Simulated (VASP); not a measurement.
# MoS2 (R3m) in VASP: single point with LDA

Aim: the single point of MoS2 with LDA.

Everything below comes from runs of VASP 6.6.1. Logs are shortened: lines on timing, memory, paths and dates and some standing lists are left out, and cuts for length are marked.

## (1) The cell of the first run

Symmetry: R3m, No. 160, trigonal system. Conventional cell: a = 3.126 Å, b = 3.126 Å, c = 17.972 Å, α = 90.00°, β = 90.00°, γ = 120.00°. Within 3.2 Å of Mo (site symmetry 3m) lie 6 S at 2.38 Å and 6 Mo at 3.13 Å. Within 3.2 Å of S (site symmetry 3m) lie 3 Mo at 2.38 Å and 7 S at 3.10 to 3.13 Å. S (site symmetry 3m) has 3 Mo at 2.38 Å and 7 S at 3.10 to 3.13 Å within 3.2 Å.

## (2) Single point, LDA

INCAR reads:

```
PREC = Accurate ; ENCUT = 520
EDIFF = 1E-6 ; ISMEAR = -1
SIGMA = 0.1 ; LREAL = F
LASPH = T ; NELM = 80
ALGO = Normal ; ISIF = 2
LWAVE = F ; LCHARG = F
NBANDS = 20
```

KPOINTS reads:

```
regular mesh
0
Gamma
  12 12 12
```

POSCAR reads:

```
MoS2
1.0
    1.5631445612      0.9024819332      5.9905924494
   -1.5631445612      0.9024819332      5.9905924494
    0.0000000000     -1.8049638664      5.9905924494
Mo S
1 2
Direct
    0.0000849214      0.0000849214      0.0000849214
    0.2471019552      0.2471019552      0.2471019552
    0.4198131233      0.4198131233      0.4198131233
```

Potentials or basis: VASP PAW LDA potentials, release 64 (Mo_sv, S).

The run is started by

```console
cat potpaw_LDA.64/Mo_sv/POTCAR potpaw_LDA.64/S/POTCAR > POTCAR
mpirun -np 1 vasp_std > vasp.out
```

OUTCAR:

```text
PREC = Accurate
   ENCUT = 520
   EDIFF = 1E-6
   ISMEAR = -1
   LREAL = F
   LASPH = T
   NELM = 80
   ISIF = 2

 ion  position               nearest neighbor table
   1  0.000  0.000  0.000-   2 2.38   2 2.38   2 2.38   3 2.38   3 2.38   3 2.38
   2  0.247  0.247  0.247-   1 2.38   1 2.38   1 2.38
   3  0.420  0.420  0.420-   1 2.38   1 2.38   1 2.38

  LATTYP: Found a trigonal (rhomboedric) cell.
 ALAT       =     6.2566039074
 COS(alpha) =     0.8751608048

  Lattice vectors:

 A1 = (   1.5631445612,   0.9024819332,   5.9905924494)
 A2 = (  -1.5631445612,   0.9024819332,   5.9905924494)
 A3 = (   0.0000000000,  -1.8049638664,   5.9905924494)

Analysis of symmetry for initial positions (statically):
=====================================================================
 Subroutine PRICEL returns:
 Original cell was already a primitive cell.

 Routine SETGRP: Setting up the symmetry group for a
 trigonal (rhombohedral) supercell.

 Subroutine GETGRP returns: Found  6 space group operations
 (whereof  6 operations were pure point group operations)
 out of a pool of 12 trial point group operations.

The static configuration has the point symmetry C_3v.

Analysis of symmetry for dynamics (positions and initial velocities):
=====================================================================
 Subroutine PRICEL returns:
 Original cell was already a primitive cell.

 Routine SETGRP: Setting up the symmetry group for a
 trigonal (rhombohedral) supercell.

 Subroutine GETGRP returns: Found  6 space group operations
 (whereof  6 operations were pure point group operations)
 out of a pool of 12 trial point group operations.

The dynamic configuration has the point symmetry C_3v.

 Subroutine INISYM returns: Found  6 space group operations
 (whereof  6 operations are pure point group operations),
 and found     1 'primitive' translations

----------------------------------------------------------------------------------------

                                     Primitive cell

  volume of cell :      50.7059

  direct lattice vectors                    reciprocal lattice vectors
     1.563144561  0.902481933  5.990592449     0.319868048  0.184675904  0.055642799
    -1.563144561  0.902481933  5.990592449    -0.319868048  0.184675904  0.055642799
     0.000000000 -1.804963866  5.990592449     0.000000000 -0.369351808  0.055642799

  length of vectors
     6.256603907  6.256603907  6.256603907     0.373519583  0.373519583  0.373519583

  position of ions in fractional coordinates (direct lattice)
     0.000084921  0.000084921  0.000084921
     0.247101955  0.247101955  0.247101955
     0.419813123  0.419813123  0.419813123

  ion indices of the primitive-cell ions
   primitive index   ion index
                 1           1
                 2           2
                 3           3

----------------------------------------------------------------------------------------

 KPOINTS: regular mesh

Automatic generation of k-mesh.
 Grid dimensions read from file:
 generate k-points for:   12   12   12

 Generating k-lattice:

  Cartesian coordinates                     Fractional coordinates (reciprocal lattice)
     0.026655671  0.015389659  0.004636900     0.083333333 -0.000000000 -0.000000000
    -0.026655671  0.015389659  0.004636900    -0.000000000  0.083333333 -0.000000000
     0.000000000 -0.030779317  0.004636900    -0.000000000 -0.000000000  0.083333333

  Length of vectors
     0.031126632  0.031126632  0.031126632

  Shift w.r.t. Gamma in fractional coordinates (k-lattice)
     0.000000000  0.000000000  0.000000000

 Subroutine IBZKPT returns following result:
 ===========================================

 Found    189 irreducible k-points:

 Following reciprocal coordinates:
            Coordinates               Weight
  0.000000  0.000000  0.000000      1.000000
  0.083333  0.000000  0.000000      6.000000
  0.166667  0.000000  0.000000      6.000000
  0.250000  0.000000  0.000000      6.000000
  0.333333 -0.000000  0.000000      6.000000
  0.416667  0.000000  0.000000      6.000000
[... 16 lines left out ...]
  0.500000  0.166667  0.000000     12.000000
 -0.416667  0.166667 -0.000000     12.000000
 [... further k-points ...]
   k-points           NKPTS =    189   k-points in BZ     NKDIM =    189   number of bands    NBANDS=     20
   number of dos      NEDOS =    301   number of ions     NIONS =      3
   total plane-waves  NPLWV = 110592
   dimension x,y,z NGX =    48 NGY =   48 NGZ =   48
   dimension x,y,z NGXF=    96 NGYF=   96 NGZF=   96
   ions per type =               1   2
   NGX,Y,Z   is equivalent  to a cutoff of  12.75, 12.75, 12.75 a.u.
   NGXF,Y,Z  is equivalent  to a cutoff of  25.51, 25.51, 25.51 a.u.
 SYSTEM =  unknown system
   PREC   = accura    normal or accurate (medium, high low for compatibility)
   ISTART =      0    job   : 0-new  1-cont  2-samecut
   ICHARG =      2    charge: 1-file 2-atom 10-const
   ISPIN  =      1    spin polarized calculation?
   LNONCOLLINEAR =      F non collinear calculations
   LSORBIT =      F    spin-orbit coupling
   LASPH  =      T    aspherical Exc in radial PAW
   ENCUT  =  520.0 eV  38.22 Ry    6.18 a.u.  11.63 11.63 11.63*2*pi/ulx,y,z
   NELM   =     80;   NELMIN=  2; NELMDL= -5     # of ELM steps
   EDIFF  = 0.1E-05   stopping-criterion for ELM
   LREAL  =      F    real-space projection
   EDIFFG = 0.1E-04   stopping-criterion for IOM
   NSW    =      0    number of steps for IOM
   IBRION =     -1    ionic relax: 0-MD 1-quasi-New 2-CG
   NFREE  =      0    steps in history (QN), initial steepest desc. (CG)
   ISIF   =      2    stress and relaxation
   ISYM   =      2    0-nonsym 1-usesym 2-fastsym
   POTIM  = 0.5000    time-step for ionic-motion
   TEBEG  =    0.0;   TEEND  =   0.0 temperature during run
   PSTRESS=    0.0 pullay stress
   NELECT =      26.0000    total number of electrons
   NUPDOWN=      -1.0000    fix difference up-down
   EMIN   =  10.00;   EMAX   =-10.00  energy-range for DOS
   EFERMI =   0.00;   METHOD = LEGACY
   ISMEAR =    -1;   SIGMA  =   0.10  broadening in eV -4-tet -1-fermi 0-gaus
   EFERMI_NEDOS =   21; number of points for ismear=-14 and -15
   IALGO  =     38    algorithm
   IMIX   =      4    mixing-type and parameters
     AMIX     =   0.40;   BMIX     =  1.00
     AMIX_MAG =   1.60;   BMIX_MAG =  1.00
  volume/ion in A,a.u.               =      16.90       114.06
  Fermi-wavevector in a.u.,A,eV,Ry     =   1.310327  2.476159 23.360619  1.716957
  Thomas-Fermi vector in A             =   2.440865
   LORBIT       =      0    0 simple, 1 ext, 2 COOP (PROOUT), +10 PAW based schemes
   GGA     = CA    functional components
   LHFCALC =     F    Hartree Fock is set to
   AEXX    =    0.0000 exact exchange contribution
   IVDW    =     0    specifies the selected vdW correction
   LEPSILON=     F    determine dielectric tensor
   LRPA    =     F    only Hartree local field effects (RPA)
 non-spin polarized calculation
  energy-cutoff  :      520.00
  volume of cell :       50.71
 maximum number of plane-waves:      1387
   NGX = 23   NGY = 23   NGZ = 23

 number of electron      26.0000001 magnetization

 Free energy of the ion-electron system (eV)
  ---------------------------------------------------
  ext. energy  EPLUGINS =         0.00000000
  ---------------------------------------------------
  free energy    TOTEN  =       -24.47789466 eV

  energy without entropy =      -24.47737171  energy(sigma->0) =      -24.47763318

 E-fermi :   8.4784     XC(G=0): -11.4169

 val. band max:        8.2079735024   @ k =   0.5000   0.5000   0.5000
 cond. band min:       8.9546352828   @ k =  -0.1667   0.1667   0.0000
 fundamental gap:      0.7466617804
 Fermi energy:         8.4784034816

 k-point     1 :       0.0000    0.0000    0.0000
  band No.  band energies     occupation
      1     -53.0407      2.00000
      2     -27.4347      2.00000
      3     -27.1447      2.00000
      4     -27.1447      2.00000
      5      -7.0846      2.00000
      6      -5.2060      2.00000
[... 12 lines left out ...]
     19      16.1909      0.00000
     20      17.0529      0.00000

 k-point     2 :       0.0833    0.0000    0.0000
  band No.  band energies     occupation
      1     -53.0374      2.00000
      2     -27.4284      2.00000
      3     -27.1765      2.00000
      4     -27.1519      2.00000
      5      -6.9694      2.00000
      6      -5.1736      2.00000
[... 12 lines left out ...]
     19      16.6442      0.00000
     20      17.0672      0.00000

 k-point     3 :       0.1667    0.0000    0.0000
  band No.  band energies     occupation
      1     -53.0284      2.00000
      2     -27.4112      2.00000
      3     -27.2627      2.00000
      4     -27.1714      2.00000
      5      -6.6401      2.00000
      6      -5.0804      2.00000
[... 12 lines left out ...]
     19      16.8134      0.00000
     20      17.3651      0.00000

 k-point     4 :       0.2500    0.0000    0.0000
  band No.  band energies     occupation
      1     -53.0160      2.00000
      2     -27.3876      2.00000
      3     -27.3786      2.00000
      4     -27.1980      2.00000
      5      -6.1467      2.00000
      6      -4.9414      2.00000
[... 12 lines left out ...]
     19      16.3103      0.00000
     20      17.2714      0.00000

 k-point     5 :       0.3333   -0.0000    0.0000
  band No.  band energies     occupation
      1     -53.0036      2.00000
      2     -27.4925      2.00000
      3     -27.3638      2.00000
      4     -27.2244      2.00000
      5      -5.5807      2.00000
      6      -4.7871      2.00000
[... 12 lines left out ...]
     19      15.7408      0.00000
     20      15.8934      0.00000

 k-point     6 :       0.4167    0.0000    0.0000
  band No.  band energies     occupation
      1     -52.9945      2.00000
      2     -27.5747      2.00000
      3     -27.3464      2.00000
      4     -27.2436      2.00000
      5      -5.0915      2.00000
      6      -4.6668      2.00000
[... 12 lines left out ...]
     19      14.9241      0.00000
     20      15.5934      0.00000

 k-point     7 :       0.5000    0.0000    0.0000
  band No.  band energies     occupation
      1     -52.9912      2.00000
      2     -27.6045      2.00000
      3     -27.3400      2.00000
      4     -27.2506      2.00000
      5      -4.8836      2.00000
      6      -4.6270      2.00000
[... 12 lines left out ...]
     19      14.7405      0.00000
     20      15.5529      0.00000
[... 277 lines left out ...]
 k-point    20 :       0.2500    0.1667    0.0000
  band No.  band energies     occupation
      1     -53.0206      2.00000
      2     -27.3962      2.00000
      3     -27.3308      2.00000
      4     -27.1940      2.00000
      5      -6.3024      2.00000
      6      -5.0458      2.00000
[... 12 lines left out ...]
     19      16.7024      0.00000
     20      17.1144      0.00000

 k-point    21 :       0.3333    0.1667    0.0000
  band No.  band energies     occupation
      1     -53.0098      2.00000
      2     -27.4141      2.00000
      3     -27.3758      2.00000
      4     -27.2336      2.00000
      5      -5.8412      2.00000
      6      -4.9148      2.00000
[... 12 lines left out ...]
     19      16.5740      0.00000
     20      17.3296      0.00000

 k-point    22 :       0.4167    0.1667    0.0000
  band No.  band energies     occupation
      1     -52.9991      2.00000
      2     -27.4922      2.00000
      3     -27.3552      2.00000
      4     -27.2773      2.00000
      5      -5.3264      2.00000
      6      -4.7543      2.00000
[... 12 lines left out ...]
     19      16.3310      0.00000
     20      16.8916      0.00000

 k-point    23 :       0.5000    0.1667    0.0000
  band No.  band energies     occupation
      1     -52.9912      2.00000
      2     -27.5473      2.00000
      3     -27.3401      2.00000
      4     -27.3107      2.00000
      5      -4.9005      2.00000
      6      -4.6154      2.00000
[... 12 lines left out ...]
     19      16.2846      0.00000
     20      16.7677      0.00000

 k-point    24 :      -0.4167    0.1667   -0.0000
  band No.  band energies     occupation
      1     -52.9883      2.00000
      2     -27.5671      2.00000
      3     -27.3345      2.00000
      4     -27.3231      2.00000
      5      -4.7296      2.00000
      6      -4.5608      2.00000
[... 12 lines left out ...]
     19      16.3668      0.00000
     20      16.8164      0.00000

 [... further k-points ...]
[... 5 lines left out ...]
  --------------------------------------------------------------------------------------
  -------------------------------------------------------------------------------------
  Total        0.0460002      0.0460002      0.0299063      0.0000000      0.0000000     -0.0000000
  in kB        1.4534896      1.4534896      0.9449639      0.0000000      0.0000000     -0.0000000
  external PRESSURE =       1.2839810 kB  Pullay stress =       0.0000000 kB

 VOLUME and BASIS-vectors are now :
 -----------------------------------------------------------------------------
  energy-cutoff  :      520.00
  volume of cell :       50.71
      direct lattice vectors                 reciprocal lattice vectors
     1.563144561  0.902481933  5.990592449     0.319868048  0.184675904  0.055642799
    -1.563144561  0.902481933  5.990592449    -0.319868048  0.184675904  0.055642799
     0.000000000 -1.804963866  5.990592449     0.000000000 -0.369351808  0.055642799

 POSITION                                       TOTAL-FORCE (eV/Angst)
 -----------------------------------------------------------------------------------
      0.00000      0.00000      0.00153         0.000000     -0.000000      0.000125
      0.00000      0.00000      4.44086         0.000000      0.000000     -0.015763
      0.00000      0.00000      7.54479         0.000000     -0.000000      0.015638
 -----------------------------------------------------------------------------------
    total drift:                                0.000000      0.000000     -0.000065

  FREE ENERGIE OF THE ION-ELECTRON SYSTEM (eV)
  ---------------------------------------------------
  free  energy   TOTEN  =       -24.4778946568 eV

  energy  without entropy=      -24.4773717082  energy(sigma->0) =      -24.47763318
```

It took 13 min on 1 thread of Oxide Virtual Turin-like, shared host; peak memory 0.34 GiB.

What came out:

| Item | Value |
| --- | --- |
| Free energy | -24.4779 eV |
| Pressure | 0.1 GPa |
| Largest force | 0.016 eV/Å |
| Band gap on the k mesh | 0.75 eV (least direct gap 1.84 eV) |

Forces in eV/Å, atoms in the order of the input:
```
Mo   0.000  0.000  0.000
S    0.000  0.000 -0.016
S    0.000  0.000  0.016
```

A k mesh can miss the band edges.
